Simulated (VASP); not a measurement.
The system is BN.

```xyz
2
Lattice="1.2594 0.7271 3.3953 -1.2594 0.7271 3.3953 0.0000 -1.4542 3.3953" Properties=species:S:1:pos:R:3 pbc="T T T"
N     0.0000    0.0000    6.7964
B     0.0000    0.0000    0.0033
```

This cell differs from its parent crystal: volume scaled by 1.02.

Base run:

| Item | Value |
| --- | --- |
| Program | VASP 6.6.1 |
| Functional | PBE |
| Potentials or basis | VASP PAW PBE potentials, release 64 (N, B) |
| Cutoff | 520 eV |
| k mesh | 12 × 12 × 12 |
| Occupations | fermi-dirac, width 0.05 eV |
| Spin | no spin polarisation |

Its results: band gap on the k mesh 4.26 eV, indirect (least direct gap 4.65 eV); pressure -1.1 GPa; largest force 0.004 eV/Å.

Q: The run is repeated on the same cell with these changes: functional from PBE to r2SCAN. What comes out?

A: Band gap on the k mesh 4.81 eV, indirect (least direct gap 5.34 eV); pressure -4.6 GPa; largest force 0.009 eV/Å.

r2SCAN gives the wider gap, since meta-GGAs in the generalised Kohn-Sham scheme recover part of the derivative discontinuity.

Caveats: the PAW data sets were made with another functional, which shifts forces and pressure a little (some runs).

A k mesh can miss the band edges.
